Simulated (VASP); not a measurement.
# SnPt3 (P4/mmm) in VASP: further runs

SnPt3 is run at these levels: LDA; tasks: single point.

Program: VASP 6.6.1. These are calculated values, not measurements. Logs are shortened: lines on timing, memory, paths and dates and some standing lists are left out, and cuts for length are marked.

## 1. The cell of the first run

Symmetry: P4/mmm, No. 123, tetragonal system. The conventional cell has a = 3.920 Å, b = 3.920 Å, c = 4.000 Å, α = 90.00°, β = 90.00°, γ = 90.00°. Within 3.7 Å of Sn (site symmetry 4/mmm) lie 12 Pt at 2.77 to 2.80 Å. Within 3.7 Å of Pt (site symmetry mmm) lie 8 Pt at 2.77 to 2.80 Å and 4 Sn at 2.80 Å. Pt (site symmetry 4/mmm) has 4 Sn at 2.77 Å and 8 Pt at 2.80 Å within 3.7 Å.

## 2. Single point, LDA (equal xx and yy strain of -2 %)

The input, INCAR:

```
SYSTEM = SnPt3
PREC = Accurate
ENCUT = 500
EDIFF = 1E-6
ISMEAR = -1
SIGMA = 0.05
LREAL = .False.
LASPH = .True.
NELM = 120
ALGO = Normal
ISIF = 2
LWAVE = .False.
LCHARG = .False.
GGA = CA
NBANDS = 30
GGA_COMPAT = .False.
```

The input, KPOINTS:

```
Automatic mesh
0
Gamma
  8 8 8
  0 0 0
```

The input, POSCAR:

```
SnPt3
1.0
    3.9200000000      0.0000000000      0.0000000000
    0.0000000000      3.9200000000      0.0000000000
    0.0000000000      0.0000000000      4.0000000000
Sn Pt
1 3
Direct
    0.0000000000      0.0000000000      0.0000000000
    0.0000000000      0.5000000000      0.5000000000
    0.5000000000      0.0000000000      0.5000000000
    0.5000000000      0.5000000000      0.0000000000
```

Potentials or basis: VASP PAW LDA potentials, release 64 (Sn_d, Pt).

The run is started by

```
$ cat potpaw_LDA.64/Sn_d/POTCAR potpaw_LDA.64/Pt/POTCAR > POTCAR
$ mpirun -np 1 vasp_std > vasp.out
```

OUTCAR:

```text
SYSTEM = SnPt3
   PREC = Accurate
   ENCUT = 500
   EDIFF = 1E-6
   ISMEAR = -1
   LREAL = .False.
   LASPH = .True.
   NELM = 120
   ISIF = 2
   GGA = CA

 ion  position               nearest neighbor table
   1  0.000  0.000  0.000-   4 2.77   4 2.77   4 2.77   4 2.77   3 2.80   2 2.80   3 2.80   2 2.80
                             3 2.80   2 2.80   3 2.80   2 2.80
   2  0.000  0.500  0.500-   3 2.77   3 2.77   3 2.77   3 2.77   4 2.80   1 2.80   1 2.80   1 2.80
                             4 2.80   4 2.80   4 2.80   1 2.80
   3  0.500  0.000  0.500-   2 2.77   2 2.77   2 2.77   2 2.77   4 2.80   1 2.80   4 2.80   4 2.80
                             1 2.80   4 2.80   1 2.80   1 2.80
   4  0.500  0.500  0.000-   1 2.77   1 2.77   1 2.77   1 2.77   3 2.80   2 2.80   3 2.80   3 2.80
                             3 2.80   2 2.80   2 2.80   2 2.80

  LATTYP: Found a simple tetragonal cell.
 ALAT       =     3.9200000000
 C/A-ratio  =     1.0204081633

  Lattice vectors:

 A1 = (   3.9200000000,   0.0000000000,   0.0000000000)
 A2 = (   0.0000000000,   3.9200000000,   0.0000000000)
 A3 = (   0.0000000000,   0.0000000000,   4.0000000000)

Analysis of symmetry for initial positions (statically):
=====================================================================
 Subroutine PRICEL returns:
 Original cell was already a primitive cell.

 Routine SETGRP: Setting up the symmetry group for a
 simple tetragonal supercell.

 Subroutine GETGRP returns: Found 16 space group operations
 (whereof 16 operations were pure point group operations)
 out of a pool of 16 trial point group operations.

The static configuration has the point symmetry D_4h.

Analysis of symmetry for dynamics (positions and initial velocities):
=====================================================================
 Subroutine PRICEL returns:
 Original cell was already a primitive cell.

 Routine SETGRP: Setting up the symmetry group for a
 simple tetragonal supercell.

 Subroutine GETGRP returns: Found 16 space group operations
 (whereof 16 operations were pure point group operations)
 out of a pool of 16 trial point group operations.

The dynamic configuration has the point symmetry D_4h.

 Subroutine INISYM returns: Found 16 space group operations
 (whereof 16 operations are pure point group operations),
 and found     1 'primitive' translations

----------------------------------------------------------------------------------------

                                     Primitive cell

  volume of cell :      61.4656

  direct lattice vectors                    reciprocal lattice vectors
     3.920000000  0.000000000  0.000000000     0.255102041  0.000000000  0.000000000
     0.000000000  3.920000000  0.000000000     0.000000000  0.255102041  0.000000000
     0.000000000  0.000000000  4.000000000     0.000000000  0.000000000  0.250000000

  length of vectors
     3.920000000  3.920000000  4.000000000     0.255102041  0.255102041  0.250000000

  position of ions in fractional coordinates (direct lattice)
     0.000000000  0.000000000  0.000000000
     0.000000000  0.500000000  0.500000000
     0.500000000  0.000000000  0.500000000
     0.500000000  0.500000000  0.000000000

  ion indices of the primitive-cell ions
   primitive index   ion index
                 1           1
                 2           2
                 3           3
                 4           4

----------------------------------------------------------------------------------------

 KPOINTS: Automatic mesh

Automatic generation of k-mesh.
 Grid dimensions read from file:
 generate k-points for:    8    8    8

 Generating k-lattice:

  Cartesian coordinates                     Fractional coordinates (reciprocal lattice)
     0.031887755  0.000000000  0.000000000     0.125000000  0.000000000  0.000000000
     0.000000000  0.031887755  0.000000000     0.000000000  0.125000000  0.000000000
     0.000000000  0.000000000  0.031250000     0.000000000  0.000000000  0.125000000

  Length of vectors
     0.031887755  0.031887755  0.031250000

  Shift w.r.t. Gamma in fractional coordinates (k-lattice)
     0.000000000  0.000000000  0.000000000

 Subroutine IBZKPT returns following result:
 ===========================================

 Found     75 irreducible k-points:

 Following reciprocal coordinates:
            Coordinates               Weight
  0.000000  0.000000  0.000000      1.000000
  0.125000  0.000000  0.000000      4.000000
  0.250000  0.000000  0.000000      4.000000
  0.375000  0.000000  0.000000      4.000000
  0.500000  0.000000  0.000000      2.000000
  0.125000  0.125000  0.000000      4.000000
[... 16 lines left out ...]
  0.375000  0.125000  0.125000     16.000000
  0.500000  0.125000  0.125000      8.000000
 [... further k-points ...]
   k-points           NKPTS =     75   k-points in BZ     NKDIM =     75   number of bands    NBANDS=     30
   number of dos      NEDOS =    301   number of ions     NIONS =      4
   total plane-waves  NPLWV =  27000
   dimension x,y,z NGX =    30 NGY =   30 NGZ =   30
   dimension x,y,z NGXF=    60 NGYF=   60 NGZF=   60
   ions per type =               1   3
   NGX,Y,Z   is equivalent  to a cutoff of  12.72, 12.72, 12.47 a.u.
   NGXF,Y,Z  is equivalent  to a cutoff of  25.45, 25.45, 24.94 a.u.
 SYSTEM =  SnPt3
   PREC   = accura    normal or accurate (medium, high low for compatibility)
   ISTART =      0    job   : 0-new  1-cont  2-samecut
   ICHARG =      2    charge: 1-file 2-atom 10-const
   ISPIN  =      1    spin polarized calculation?
   LNONCOLLINEAR =      F non collinear calculations
   LSORBIT =      F    spin-orbit coupling
   LASPH  =      T    aspherical Exc in radial PAW
   ENCUT  =  500.0 eV  36.75 Ry    6.06 a.u.   7.15  7.15  7.29*2*pi/ulx,y,z
   NELM   =    120;   NELMIN=  2; NELMDL= -5     # of ELM steps
   EDIFF  = 0.1E-05   stopping-criterion for ELM
   LREAL  =      F    real-space projection
   EDIFFG = 0.1E-04   stopping-criterion for IOM
   NSW    =      0    number of steps for IOM
   IBRION =     -1    ionic relax: 0-MD 1-quasi-New 2-CG
   NFREE  =      0    steps in history (QN), initial steepest desc. (CG)
   ISIF   =      2    stress and relaxation
   ISYM   =      2    0-nonsym 1-usesym 2-fastsym
   POTIM  = 0.5000    time-step for ionic-motion
   TEBEG  =    0.0;   TEEND  =   0.0 temperature during run
   PSTRESS=    0.0 pullay stress
   NELECT =      44.0000    total number of electrons
   NUPDOWN=      -1.0000    fix difference up-down
   EMIN   =  10.00;   EMAX   =-10.00  energy-range for DOS
   EFERMI =   0.00;   METHOD = LEGACY
   ISMEAR =    -1;   SIGMA  =   0.05  broadening in eV -4-tet -1-fermi 0-gaus
   EFERMI_NEDOS =   21; number of points for ismear=-14 and -15
   IALGO  =     38    algorithm
   IMIX   =      4    mixing-type and parameters
     AMIX     =   0.40;   BMIX     =  1.00
     AMIX_MAG =   1.60;   BMIX_MAG =  1.00
  volume/ion in A,a.u.               =      15.37       103.70
  Fermi-wavevector in a.u.,A,eV,Ry     =   1.464474  2.767455 29.180201  2.144684
  Thomas-Fermi vector in A             =   2.580446
   LORBIT       =      0    0 simple, 1 ext, 2 COOP (PROOUT), +10 PAW based schemes
   GGA     = CA    functional components
   LHFCALC =     F    Hartree Fock is set to
   AEXX    =    0.0000 exact exchange contribution
   IVDW    =     0    specifies the selected vdW correction
   LEPSILON=     F    determine dielectric tensor
   LRPA    =     F    only Hartree local field effects (RPA)
 non-spin polarized calculation
  energy-cutoff  :      500.00
  volume of cell :       61.47
 maximum number of plane-waves:      1584
 NGX is ok and might be reduce to    30
   NGX = 15   NGY = 15   NGZ = 15

 number of electron      44.0000000 magnetization

 Free energy of the ion-electron system (eV)
  ---------------------------------------------------
  ext. energy  EPLUGINS =         0.00000000
  ---------------------------------------------------
  free energy    TOTEN  =       -28.53949637 eV

  energy without entropy =      -28.52873679  energy(sigma->0) =      -28.53411658

 E-fermi :  12.5944     XC(G=0): -13.5612

 val. band max:       12.5793131858   @ k =   0.3750   0.3750   0.5000
 cond. band min:      12.5968700506   @ k =   0.3750   0.3750   0.5000
 fundamental gap:      0.0175568648
 Fermi energy:        12.5944105926

 k-point     1 :       0.0000    0.0000    0.0000
  band No.  band energies     occupation
      1      -9.4090      2.00000
      2      -9.4072      2.00000
      3      -9.3962      2.00000
      4      -9.3870      2.00000
      5      -9.3870      2.00000
      6       0.0807      2.00000
[... 22 lines left out ...]
     29      20.4677      0.00000
     30      20.4677      0.00000

 k-point     2 :       0.1250    0.0000    0.0000
  band No.  band energies     occupation
      1      -9.4047      2.00000
      2      -9.4001      2.00000
      3      -9.3930      2.00000
      4      -9.3864      2.00000
      5      -9.3844      2.00000
      6       0.2668      2.00000
[... 22 lines left out ...]
     29      20.6642      0.00000
     30      21.5201      0.00000

 k-point     3 :       0.2500    0.0000    0.0000
  band No.  band energies     occupation
      1      -9.3971      2.00000
      2      -9.3851      2.00000
      3      -9.3850      2.00000
      4      -9.3801      2.00000
      5      -9.3782      2.00000
      6       0.8095      2.00000
[... 22 lines left out ...]
     29      20.3776      0.00000
     30      21.0781      0.00000

 k-point     4 :       0.3750    0.0000    0.0000
  band No.  band energies     occupation
      1      -9.3897      2.00000
      2      -9.3836      2.00000
      3      -9.3772      2.00000
      4      -9.3719      2.00000
      5      -9.3599      2.00000
      6       1.6375      2.00000
[... 616 lines left out ...]
     29      20.5285      0.00000
     30      21.8851      0.00000

 k-point    23 :       0.3750    0.1250    0.1250
  band No.  band energies     occupation
      1      -9.3856      2.00000
      2      -9.3810      2.00000
      3      -9.3786      2.00000
      4      -9.3737      2.00000
      5      -9.3534      2.00000
      6       1.9116      2.00000
[... 22 lines left out ...]
     29      21.8520      0.00000
     30      22.2939      0.00000

 k-point    24 :       0.5000    0.1250    0.1250
  band No.  band energies     occupation
      1      -9.3802      2.00000
      2      -9.3798      2.00000
      3      -9.3783      2.00000
      4      -9.3741      2.00000
      5      -9.3458      2.00000
      6       2.4893      2.00000
[... 22 lines left out ...]
     29      21.5227      0.00000
     30      22.8664      0.00000

 [... further k-points ...]

------------------------ aborting loop because EDIFF is reached ----------------------------------------

  FORCE on cell =-STRESS in cart. coord.  units (eV):
  Direction    XX          YY          ZZ          XY          YZ          ZX
  --------------------------------------------------------------------------------------
  -------------------------------------------------------------------------------------
  Total        3.2869637      3.2869637      2.1559402      0.0000000      0.0000000      0.0000000
  in kB       85.6787989     85.6787989     56.1972633      0.0000000      0.0000000      0.0000000
  external PRESSURE =      75.8516204 kB  Pullay stress =       0.0000000 kB

 VOLUME and BASIS-vectors are now :
 -----------------------------------------------------------------------------
  energy-cutoff  :      500.00
  volume of cell :       61.47
      direct lattice vectors                 reciprocal lattice vectors
     3.920000000  0.000000000  0.000000000     0.255102041  0.000000000  0.000000000
     0.000000000  3.920000000  0.000000000     0.000000000  0.255102041  0.000000000
     0.000000000  0.000000000  4.000000000     0.000000000  0.000000000  0.250000000

 POSITION                                       TOTAL-FORCE (eV/Angst)
 -----------------------------------------------------------------------------------
      0.00000      0.00000      0.00000         0.000000      0.000000      0.000000
      0.00000      1.96000      2.00000         0.000000      0.000000      0.000000
      1.96000      0.00000      2.00000         0.000000      0.000000      0.000000
      1.96000      1.96000      0.00000         0.000000      0.000000      0.000000
 -----------------------------------------------------------------------------------
    total drift:                                0.000000      0.000000     -0.000000

  FREE ENERGIE OF THE ION-ELECTRON SYSTEM (eV)
  ---------------------------------------------------
  free  energy   TOTEN  =       -28.5394963713 eV

  energy  without entropy=      -28.5287367850  energy(sigma->0) =      -28.53411658
```

Run time: 2.7 min. Hardware: 1 thread of Intel Xeon 8259CL, shared host; peak memory 0.24 GiB.

What came out:

```yaml
Free_energy: -28.5395 eV
Pressure: 7.6 GPa
Band_gap_on_the_k_mesh: zero (bands 22 and 23 overlap by 0.59 eV)
```

Caveat: the cell differs from its parent crystal (equal xx and yy strain of -2 %); the cell stands under pressure; spin-orbit coupling is left out, which moves the levels of the heavy elements.

## 3. Single point, LDA (equal xx and yy strain of -1 %)

The input, INCAR:

```
SYSTEM = SnPt3
  PREC = Accurate
  ENCUT = 500
  EDIFF = 1E-6
  ISMEAR = -1
  SIGMA = 0.05
  LREAL = .False.
  LASPH = .True.
  NELM = 120
  ALGO = Normal
  ISIF = 2
  LWAVE = .False.
  LCHARG = .False.
  GGA = CA
  NBANDS = 30
  GGA_COMPAT = .False.
```

KPOINTS is that of step 2.

Changes to POSCAR since step 2:

```diff
@@ -2,4 +2,4 @@
 1.0
-    3.9200000000      0.0000000000      0.0000000000
-    0.0000000000      3.9200000000      0.0000000000
+    3.9600000000      0.0000000000      0.0000000000
+    0.0000000000      3.9600000000      0.0000000000
     0.0000000000      0.0000000000      4.0000000000
```

Potentials or basis: VASP PAW LDA potentials, release 64 (Sn_d, Pt).

The run is started by

```
$ cat potpaw_LDA.64/Sn_d/POTCAR potpaw_LDA.64/Pt/POTCAR > POTCAR
$ mpirun -np 1 vasp_std > vasp.out
```

It took 2.8 min on 1 thread of Intel Xeon 8259CL, shared host; peak memory 0.23 GiB.

It converged, with:

- Free energy: -28.5832 eV
- Pressure: 2.1 GPa
- Band gap on the k mesh: zero (bands 22 and 23 overlap by 0.52 eV)

Stress tensor (GPa, compression positive):
```
2.51 0.00 0.00
0.00 2.51 0.00
0.00 0.00 1.17
```

Levels at points of the mesh, in eV from the Fermi level:
| k point | band 20 | band 21 | band 22 | band 23 | band 24 | band 25 |
| --- | --- | --- | --- | --- | --- | --- |
| (0.00, 0.00, 0.00) | -1.21 | -0.40 | 0.12 | 0.12 | 0.22 | 3.06 |
| (0.50, 0.00, 0.00) | -2.43 | -1.18 | 0.13 | 1.84 | 3.94 | 4.06 |
| (0.50, 0.50, 0.00) | -2.12 | -1.96 | -1.58 | 1.01 | 1.01 | 5.11 |
| (0.00, 0.00, 0.50) | -2.46 | -1.10 | 0.22 | 1.94 | 3.91 | 3.91 |
| (0.50, 0.00, 0.50) | -2.18 | -2.01 | -1.61 | 0.93 | 0.93 | 5.22 |
| (0.50, 0.50, 0.50) | -2.11 | -0.82 | -0.35 | -0.30 | -0.30 | 0.98 |

Caveat: the cell differs from its parent crystal (equal xx and yy strain of -1 %); spin-orbit coupling is left out, which moves the levels of the heavy elements.

## 4. Single point, LDA (equal xx and yy strain of +1 %)

The input, INCAR:

```
SYSTEM = SnPt3
PREC = Accurate
ENCUT = 500
EDIFF = 1E-6
ISMEAR = -1
SIGMA = 0.05
LREAL = .False.
LASPH = .True.
NELM = 120
ALGO = Normal
ISIF = 2
LWAVE = .False.
LCHARG = .False.
GGA = CA
NBANDS = 30
GGA_COMPAT = .False.
```

KPOINTS is that of step 3.

Changes to POSCAR since step 3:

```diff
@@ -2,4 +2,4 @@
 1.0
-    3.9600000000      0.0000000000      0.0000000000
-    0.0000000000      3.9600000000      0.0000000000
+    4.0400000000      0.0000000000      0.0000000000
+    0.0000000000      4.0400000000      0.0000000000
     0.0000000000      0.0000000000      4.0000000000
```

The run is started by

```
$ cat potpaw_LDA.64/Sn_d/POTCAR potpaw_LDA.64/Pt/POTCAR > POTCAR
$ mpirun -np 1 vasp_std > vasp.out
```

Run time: 3 min. Hardware: 1 thread of Intel Xeon 8259CL, shared host; peak memory 0.24 GiB.

Results (log left out):

```yaml
Free_energy: -28.5410 eV
Pressure: -7.1 GPa
Band_gap_on_the_k_mesh: zero (bands 22 and 23 overlap by 0.48 eV)
```

Stress tensor (GPa, compression positive):
```
-7.47  0.00  0.00
 0.00 -7.47  0.00
 0.00  0.00 -6.42
```

Levels at points of the mesh, in eV from the Fermi level:
```tsv
k point	band 20	band 21	band 22	band 23	band 24	band 25
(0.00, 0.00, 0.00)	-1.10	-0.39	0.07	0.15	0.15	2.73
(0.50, 0.00, 0.00)	-2.30	-1.07	0.16	1.76	3.76	3.88
(0.50, 0.50, 0.00)	-2.06	-1.90	-1.55	0.84	0.84	5.12
(0.00, 0.00, 0.50)	-2.27	-1.14	0.08	1.66	3.90	3.90
(0.50, 0.00, 0.50)	-2.01	-1.85	-1.52	0.92	0.92	5.01
(0.50, 0.50, 0.50)	-2.00	-0.66	-0.33	-0.33	-0.28	0.79
```

Caveat: the cell differs from its parent crystal (equal xx and yy strain of +1 %); the cell stands under tension; spin-orbit coupling is left out, which moves the levels of the heavy elements.

## 5. Summary

```tsv
cell	gap on the mesh (eV)	pressure (GPa)
a = 3.920, b = 3.920, c = 4.000 Å, 4 atoms	none	7.6
a = 3.960, b = 3.960, c = 4.000 Å, 4 atoms	none	2.1
a = 4.040, b = 4.040, c = 4.000 Å, 4 atoms	none	-7.1
```

Alike in all rows: task single point; level LDA; potentials or basis VASP PAW LDA potentials, release 64 (Sn_d, Pt); no spin polarisation; k mesh 8 × 8 × 8; cutoff (eV) 500; smearing fermi-dirac 0.05 eV.

Caveats: spin-orbit coupling is left out, which moves the levels of the heavy elements; the cell stands under pressure (at least some runs); the cell stands under tension (at least some runs).

Total energies depend on the potentials used, so only differences within one code and one set of settings carry meaning.

The gap in the log of VASP goes by the Fermi energy; the results here count the filled bands.